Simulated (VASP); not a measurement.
# Na (Im-3m) in VASP: a series of runs

Runs on Na. Level: r2SCAN. Tasks: single point.

Program: VASP 6.6.1. These are calculated values, not measurements. Logs are shortened: lines on timing, memory, paths and dates and some standing lists are left out, and cuts for length are marked.

### Step 1. The cell of the first run

It takes space group Im-3m (No. 229, cubic). Conventional cell: a = 4.225 Å, b = 4.225 Å, c = 4.225 Å, α = 90.00°, β = 90.00°, γ = 90.00°. Na (site symmetry m-3m) has 14 Na at 3.66 to 4.22 Å within 4.8 Å.

### Step 2. Single point, r2SCAN

The input, POSCAR:

```
Na
1.0
   -2.1125000000      2.1125000000      2.1125000000
    2.1125000000     -2.1125000000      2.1125000000
    2.1125000000      2.1125000000     -2.1125000000
Na
1
Direct
    0.0000000000      0.0000000000      0.0000000000
```

The input, INCAR.step1:

```
  ALGO = Normal
  EDIFF = 1E-4
  ENCUT = 520
  GGA = PE
  ISMEAR = -1
  LASPH = True
  LCHARG = False
  LREAL = False
  LWAVE = True
  NBANDS = 10
  NELM = 60
  PREC = Accurate
  SIGMA = 0.1
```

The input, INCAR.step2:

```
  ALGO = Normal
  EDIFF = 1E-7
  ENCUT = 520
  ISIF = 2
  ISMEAR = -1
  ISTART = 1
  LASPH = True
  LCHARG = False
  LMIXTAU = True
  LREAL = False
  LWAVE = False
  METAGGA = R2SCAN
  NBANDS = 10
  NELM = 60
  PREC = Accurate
  SIGMA = 0.1
```

The input, KPOINTS:

```
k-points
0
Gamma
  4 4 4
```

Potentials or basis: VASP PAW PBE potentials, release 64 (Na_pv).

Command:

```sh
cat potpaw_PBE.64/Na_pv/POTCAR > POTCAR
cp INCAR.step1 INCAR
mpirun -np 1 vasp_std > vasp.out
cp INCAR.step2 INCAR
mpirun -np 1 vasp_std > vasp.out
```

OUTCAR:

```text
EDIFF = 1E-7
   ENCUT = 520
   ISIF = 2
   ISMEAR = -1
   ISTART = 1
   LASPH = True
   LREAL = False
   METAGGA = R2SCAN
   NELM = 60
   PREC = Accurate

 ion  position               nearest neighbor table
   1  0.000  0.000  0.000-

  LATTYP: Found a body centered cubic cell.
 ALAT       =     4.2250000000

  Lattice vectors:

 A1 = (  -2.1125000000,   2.1125000000,   2.1125000000)
 A2 = (   2.1125000000,  -2.1125000000,   2.1125000000)
 A3 = (   2.1125000000,   2.1125000000,  -2.1125000000)

Analysis of symmetry for initial positions (statically):
=====================================================================
 Subroutine PRICEL returns:
 Original cell was already a primitive cell.

 Routine SETGRP: Setting up the symmetry group for a
 body centered cubic supercell.

 Subroutine GETGRP returns: Found 48 space group operations
 (whereof 48 operations were pure point group operations)
 out of a pool of 48 trial point group operations.

The static configuration has the point symmetry O_h .

Analysis of symmetry for dynamics (positions and initial velocities):
=====================================================================
 Subroutine PRICEL returns:
 Original cell was already a primitive cell.

 Routine SETGRP: Setting up the symmetry group for a
 body centered cubic supercell.

 Subroutine GETGRP returns: Found 48 space group operations
 (whereof 48 operations were pure point group operations)
 out of a pool of 48 trial point group operations.

The dynamic configuration has the point symmetry O_h .

 Subroutine INISYM returns: Found 48 space group operations
 (whereof 48 operations are pure point group operations),
 and found     1 'primitive' translations

----------------------------------------------------------------------------------------

                                     Primitive cell

  volume of cell :      37.7094

  direct lattice vectors                    reciprocal lattice vectors
    -2.112500000  2.112500000  2.112500000     0.000000000  0.236686391  0.236686391
     2.112500000 -2.112500000  2.112500000     0.236686391  0.000000000  0.236686391
     2.112500000  2.112500000 -2.112500000     0.236686391  0.236686391  0.000000000

  length of vectors
     3.658957331  3.658957331  3.658957331     0.334725104  0.334725104  0.334725104

  position of ions in fractional coordinates (direct lattice)
     0.000000000  0.000000000  0.000000000

  ion indices of the primitive-cell ions
   primitive index   ion index
                 1           1

----------------------------------------------------------------------------------------

 KPOINTS: k-points

Automatic generation of k-mesh.
 Grid dimensions read from file:
 generate k-points for:    4    4    4

 Generating k-lattice:

  Cartesian coordinates                     Fractional coordinates (reciprocal lattice)
     0.000000000  0.059171598  0.059171598     0.250000000  0.000000000  0.000000000
     0.059171598  0.000000000  0.059171598     0.000000000  0.250000000  0.000000000
     0.059171598  0.059171598  0.000000000     0.000000000  0.000000000  0.250000000

  Length of vectors
     0.083681276  0.083681276  0.083681276

  Shift w.r.t. Gamma in fractional coordinates (k-lattice)
     0.000000000  0.000000000  0.000000000

 Subroutine IBZKPT returns following result:
 ===========================================

 Found      8 irreducible k-points:

 Following reciprocal coordinates:
            Coordinates               Weight
  0.000000  0.000000  0.000000      1.000000
  0.250000  0.000000  0.000000     12.000000
  0.500000  0.000000  0.000000      6.000000
  0.250000  0.250000  0.000000     24.000000
  0.250000  0.250000  0.250000      2.000000
 -0.250000  0.250000  0.250000      6.000000
  0.500000  0.500000  0.250000     12.000000
  0.500000  0.500000  0.500000      1.000000
   k-points           NKPTS =      8   k-points in BZ     NKDIM =      8   number of bands    NBANDS=     10
   number of dos      NEDOS =    301   number of ions     NIONS =      1
   total plane-waves  NPLWV =  21952
   dimension x,y,z NGX =    28 NGY =   28 NGZ =   28
   dimension x,y,z NGXF=    56 NGYF=   56 NGZF=   56
   ions per type =               1
   NGX,Y,Z   is equivalent  to a cutoff of  12.72, 12.72, 12.72 a.u.
   NGXF,Y,Z  is equivalent  to a cutoff of  25.44, 25.44, 25.44 a.u.
 SYSTEM =  unknown system
   PREC   = accura    normal or accurate (medium, high low for compatibility)
   ISTART =      1    job   : 0-new  1-cont  2-samecut
   ICHARG =      0    charge: 1-file 2-atom 10-const
   ISPIN  =      1    spin polarized calculation?
   LNONCOLLINEAR =      F non collinear calculations
   LSORBIT =      F    spin-orbit coupling
   LASPH  =      T    aspherical Exc in radial PAW
   ENCUT  =  520.0 eV  38.22 Ry    6.18 a.u.   6.80  6.80  6.80*2*pi/ulx,y,z
   NELM   =     60;   NELMIN=  2; NELMDL=  0     # of ELM steps
   EDIFF  = 0.1E-06   stopping-criterion for ELM
   LREAL  =      F    real-space projection
   EDIFFG = 0.1E-05   stopping-criterion for IOM
   NSW    =      0    number of steps for IOM
   IBRION =     -1    ionic relax: 0-MD 1-quasi-New 2-CG
   NFREE  =      0    steps in history (QN), initial steepest desc. (CG)
   ISIF   =      2    stress and relaxation
   ISYM   =      2    0-nonsym 1-usesym 2-fastsym
   POTIM  = 0.5000    time-step for ionic-motion
   TEBEG  =    0.0;   TEEND  =   0.0 temperature during run
   PSTRESS=    0.0 pullay stress
   NELECT =       7.0000    total number of electrons
   NUPDOWN=      -1.0000    fix difference up-down
   EMIN   =  10.00;   EMAX   =-10.00  energy-range for DOS
   EFERMI =   0.00;   METHOD = LEGACY
   ISMEAR =    -1;   SIGMA  =   0.10  broadening in eV -4-tet -1-fermi 0-gaus
   EFERMI_NEDOS =   21; number of points for ismear=-14 and -15
   IALGO  =     38    algorithm
   IMIX   =      4    mixing-type and parameters
     AMIX     =   0.40;   BMIX     =  1.00
     AMIX_MAG =   1.60;   BMIX_MAG =  1.00
  volume/ion in A,a.u.               =      37.71       254.48
  Fermi-wavevector in a.u.,A,eV,Ry     =   0.933879  1.764776 11.866059  0.872131
  Thomas-Fermi vector in A             =   2.060627
   LORBIT       =      0    0 simple, 1 ext, 2 COOP (PROOUT), +10 PAW based schemes
   METAGGA = R2SCAN    functional components
   LHFCALC =     F    Hartree Fock is set to
   AEXX    =    0.0000 exact exchange contribution
   IVDW    =     0    specifies the selected vdW correction
   LEPSILON=     F    determine dielectric tensor
   LRPA    =     F    only Hartree local field effects (RPA)
 non-spin polarized calculation
  energy-cutoff  :      520.00
  volume of cell :       37.71
 maximum number of plane-waves:      1048
   NGX = 13   NGY = 13   NGZ = 13

 number of electron       7.0000011 magnetization

 Free energy of the ion-electron system (eV)
  ---------------------------------------------------
  ext. energy  EPLUGINS =         0.00000000
  ---------------------------------------------------
  free energy    TOTEN  =        -3.47352922 eV

  energy without entropy =       -3.42173086  energy(sigma->0) =       -3.44763004

 E-fermi :   0.2386     XC(G=0):  -6.8743

 val. band max:        0.2218962548   @ k =   0.2500   0.2500   0.0000
 cond. band min:       1.0172409456   @ k =   0.5000   0.0000   0.0000
 fundamental gap:      0.7953446907
 Fermi energy:         0.2385612881

 k-point     1 :       0.0000    0.0000    0.0000
  band No.  band energies     occupation
      1     -25.7285      2.00000
      2     -25.7285      2.00000
      3     -25.7283      2.00000
      4      -3.1570      2.00000
      5      12.6224      0.00000
      6      12.6230      0.00000
      7      12.6230      0.00000
      8      13.8277      0.00000
      9      13.8277      0.00000
     10      14.4264      0.00000

 k-point     2 :       0.2500    0.0000    0.0000
  band No.  band energies     occupation
      1     -25.7455      2.00000
      2     -25.7342      2.00000
      3     -25.7285      2.00000
      4      -2.0044      2.00000
      5       6.6995      0.00000
      6      10.0115      0.00000
      7      11.0191      0.00000
      8      11.2175      0.00000
      9      12.4185      0.00000
     10      15.5424      0.00000

 k-point     3 :       0.5000    0.0000    0.0000
  band No.  band energies     occupation
      1     -25.7624      2.00000
      2     -25.7398      2.00000
      3     -25.7285      2.00000
      4       1.0172      0.00083
      5       1.7163      0.00000
      6       8.9008      0.00000
      7      10.2267      0.00000
      8      10.2380      0.00000
      9      11.4913      0.00000
     10      17.3845      0.00000

 k-point     4 :       0.2500    0.2500    0.0000
  band No.  band energies     occupation
      1     -25.7560      2.00000
      2     -25.7427      2.00000
      3     -25.7320      2.00000
      4       0.2219      1.08313
      5       4.1757      0.00000
      6       5.1791      0.00000
      7       9.2753      0.00000
      8      12.7455      0.00000
      9      13.8583      0.00000
     10      16.6330      0.00000

 k-point     5 :       0.2500    0.2500    0.2500
  band No.  band energies     occupation
      1     -25.7451      2.00000
      2     -25.7451      2.00000
      3     -25.7448      2.00000
      4       3.1160      0.00000
      5       3.1161      0.00000
      6       3.1161      0.00000
      7       5.3858      0.00000
      8      18.5582      0.00000
      9      18.5582      0.00000
     10      19.5922      0.00000

 k-point     6 :      -0.2500    0.2500    0.2500
  band No.  band energies     occupation
      1     -25.7460      2.00000
      2     -25.7404      2.00000
      3     -25.7402      2.00000
      4      -0.8759      1.99997
      5       7.2617      0.00000
      6       7.5006      0.00000
      7       7.5008      0.00000
      8       9.8179      0.00000
      9      14.8450      0.00000
     10      15.9468      0.00000

 k-point     7 :       0.5000    0.5000    0.2500
  band No.  band energies     occupation
      1     -25.7578      2.00000
      2     -25.7464      2.00000
      3     -25.7406      2.00000
      4       2.0656      0.00000
      5       2.7824      0.00000
      6       6.5172      0.00000
      7       7.2962      0.00000
      8      10.6297      0.00000
      9      12.4296      0.00000
     10      14.6557      0.00000

 k-point     8 :       0.5000    0.5000    0.5000
  band No.  band energies     occupation
      1     -25.7530      2.00000
      2     -25.7530      2.00000
      3     -25.7527      2.00000
      4       4.9708      0.00000
      5       4.9708      0.00000
      6       5.5501      0.00000
      7       5.5503      0.00000
      8       5.5503      0.00000
      9       9.0881      0.00000
     10      20.7564      0.00000

------------------------ aborting loop because EDIFF is reached ----------------------------------------

  FORCE on cell =-STRESS in cart. coord.  units (eV):
  Direction    XX          YY          ZZ          XY          YZ          ZX
  --------------------------------------------------------------------------------------
  -------------------------------------------------------------------------------------
  Total        0.0922133      0.0922133      0.0922133     -0.0000000      0.0000000     -0.0000000
  in kB        3.9179039      3.9179039      3.9179039     -0.0000000      0.0000000     -0.0000000
  external PRESSURE =       3.9179039 kB  Pullay stress =       0.0000000 kB

 VOLUME and BASIS-vectors are now :
 -----------------------------------------------------------------------------
  energy-cutoff  :      520.00
  volume of cell :       37.71
      direct lattice vectors                 reciprocal lattice vectors
    -2.112500000  2.112500000  2.112500000     0.000000000  0.236686391  0.236686391
     2.112500000 -2.112500000  2.112500000     0.236686391  0.000000000  0.236686391
     2.112500000  2.112500000 -2.112500000     0.236686391  0.236686391  0.000000000

 POSITION                                       TOTAL-FORCE (eV/Angst)
 -----------------------------------------------------------------------------------
      0.00000      0.00000      0.00000         0.000000      0.000000      0.000000
 -----------------------------------------------------------------------------------
    total drift:                               -0.000000     -0.000000     -0.000000

  FREE ENERGIE OF THE ION-ELECTRON SYSTEM (eV)
  ---------------------------------------------------
  free  energy   TOTEN  =        -3.4735292233 eV

  energy  without entropy=       -3.4217308601  energy(sigma->0) =       -3.44763004
```

Wall time 31 s (1 thread of Intel Xeon 8259CL, shared host); peak memory 0.15 GiB.

Results:

```
Free energy            : -3.4735 eV
Pressure               : 0.4 GPa
Band gap on the k mesh : zero (an odd number of electrons rules out a gap without spin polarisation)
```

Caveat: the k points lie up to 0.53 Å⁻¹ apart, too coarse for converged energies and pressures of a metal; the PAW data sets were made with another functional, which shifts forces and pressure a little.

### Step 3. Single point, r2SCAN

POSCAR is that of step 2.

The input, INCAR.step1:

```
PREC = Accurate
ENCUT = 520
ISMEAR = -1
SIGMA = 0.1
LREAL = False
LASPH = True
NELM = 100
NBANDS = 10
GGA = PE
ALGO = Normal
EDIFF = 1E-4
LWAVE = True
LCHARG = False
```

The input, INCAR.step2:

```
PREC = Accurate
ENCUT = 520
EDIFF = 1E-7
ISMEAR = -1
SIGMA = 0.1
LREAL = False
LASPH = True
NELM = 100
ALGO = Normal
ISIF = 2
LWAVE = False
LCHARG = False
METAGGA = R2SCAN
LMIXTAU = True
NBANDS = 10
ISTART = 1
```

The input, KPOINTS:

```
regular mesh
0
Gamma
  5 5 5
```

Potentials or basis: VASP PAW PBE potentials, release 64 (Na_pv).

Command:

```sh
cat potpaw_PBE.64/Na_pv/POTCAR > POTCAR
cp INCAR.step1 INCAR
mpirun -np 1 vasp_std > vasp.out
cp INCAR.step2 INCAR
mpirun -np 1 vasp_std > vasp.out
```

Run time: 26 s. Hardware: 1 thread of Intel Xeon 8259CL, shared host; peak memory 0.15 GiB.

The run converged. Its results:

| Property | Result |
| --- | --- |
| Free energy | -3.5656 eV |
| Pressure | 0.1 GPa |
| Band gap on the k mesh | zero (an odd number of electrons rules out a gap without spin polarisation) |

Levels at points of the mesh, in eV from the Fermi level:
```csv
k point,band 1,band 2,band 3,band 4,band 5,band 6,band 7,band 8
"(0.00, 0.00, 0.00)",-26.09,-26.09,-26.09,-3.52,12.24,12.24,12.24,13.44
```

Caveat: the k points lie up to 0.42 Å⁻¹ apart, too coarse for converged energies and pressures of a metal; the PAW data sets were made with another functional, which shifts forces and pressure a little.

### Step 4. Single point, r2SCAN

POSCAR is that of step 3.

The input, INCAR.step1:

```
SYSTEM = Na
PREC     = Accurate       ! precision mode
ENCUT    = 520            ! plane-wave cutoff, eV
ISMEAR   = -1             ! smearing method
SIGMA    = 0.1            ! smearing width, eV
LREAL    = .FALSE.        ! projectors in reciprocal space
LASPH    = .TRUE.         ! aspherical terms in the spheres
NELM     = 80             ! most SCF steps
NBANDS   = 10             ! bands
GGA      = PE             ! functional
ALGO     = Normal         ! electronic algorithm
EDIFF    = 1E-4           ! SCF threshold, eV
LWAVE    = .TRUE.         ! write WAVECAR
LCHARG   = .FALSE.        ! write CHGCAR
```

The input, INCAR.step2:

```
SYSTEM = Na
PREC     = Accurate       ! precision mode
ENCUT    = 520            ! plane-wave cutoff, eV
EDIFF    = 1E-6           ! SCF threshold, eV
ISMEAR   = -1             ! smearing method
SIGMA    = 0.1            ! smearing width, eV
LREAL    = .FALSE.        ! projectors in reciprocal space
LASPH    = .TRUE.         ! aspherical terms in the spheres
NELM     = 80             ! most SCF steps
ALGO     = Normal         ! electronic algorithm
ISIF     = 2              ! what is computed and relaxed
LWAVE    = .FALSE.        ! write WAVECAR
LCHARG   = .FALSE.        ! write CHGCAR
METAGGA  = R2SCAN         ! meta-GGA
LMIXTAU  = .TRUE.       
NBANDS   = 10             ! bands
ISTART   = 1
```

The input, KPOINTS:

```
regular mesh
0
G
  7 7 7
  0 0 0
```

Command:

```sh
cat potpaw_PBE.64/Na_pv/POTCAR > POTCAR
cp INCAR.step1 INCAR
mpirun -np 1 vasp_std > vasp.out
cp INCAR.step2 INCAR
mpirun -np 1 vasp_std > vasp.out
```

It took 40 s on 1 thread of Intel Xeon 8259CL, shared host; peak memory 0.15 GiB.

It converged, with:

| Item | Value |
| --- | --- |
| Free energy | -3.5640 eV |
| Pressure | 0.1 GPa |
| Band gap on the k mesh | zero (an odd number of electrons rules out a gap without spin polarisation) |

Levels at points of the mesh, in eV from the Fermi level:
```csv
k point,band 1,band 2,band 3,band 4,band 5,band 6,band 7,band 8
"(0.00, 0.00, 0.00)",-26.01,-26.01,-26.01,-3.44,12.32,12.32,12.32,13.52
```

Caveat: the PAW data sets were made with another functional, which shifts forces and pressure a little.

### Step 5. Single point, r2SCAN

POSCAR is that of step 4.

The input, INCAR.step1:

```
SYSTEM = Na
ALGO = Normal
EDIFF = 1E-4
ENCUT = 520
GGA = PE
ISMEAR = -1
LASPH = .TRUE.
LCHARG = .FALSE.
LREAL = .FALSE.
LWAVE = .TRUE.
NBANDS = 10
NELM = 100
PREC = Accurate
SIGMA = 0.1
```

The input, INCAR.step2:

```
SYSTEM = Na
ALGO = Normal
EDIFF = 1E-6
ENCUT = 520
ISIF = 2
ISMEAR = -1
ISTART = 1
LASPH = .TRUE.
LCHARG = .FALSE.
LMIXTAU = .TRUE.
LREAL = .FALSE.
LWAVE = .FALSE.
METAGGA = R2SCAN
NBANDS = 10
NELM = 100
PREC = Accurate
SIGMA = 0.1
```

The input, KPOINTS:

```
k-points
0
G
  9 9 9
  0 0 0
```

Command:

```sh
cat potpaw_PBE.64/Na_pv/POTCAR > POTCAR
cp INCAR.step1 INCAR
mpirun -np 1 vasp_std > vasp.out
cp INCAR.step2 INCAR
mpirun -np 1 vasp_std > vasp.out
```

It took 63 s on 1 thread of Intel Xeon 8259CL, shared host; peak memory 0.16 GiB.

Results (log left out):

```yaml
Free_energy: -3.5654 eV
Pressure: 0.1 GPa
Band_gap_on_the_k_mesh: zero (an odd number of electrons rules out a gap without spin polarisation)
```

Levels at points of the mesh, in eV from the Fermi level:
```tsv
k point	band 1	band 2	band 3	band 4	band 5	band 6	band 7	band 8
(0.00, 0.00, 0.00)	-26.03	-26.03	-26.03	-3.46	12.30	12.30	12.30	13.50
```

Caveat: the PAW data sets were made with another functional, which shifts forces and pressure a little.

[end of part 1 of 2]
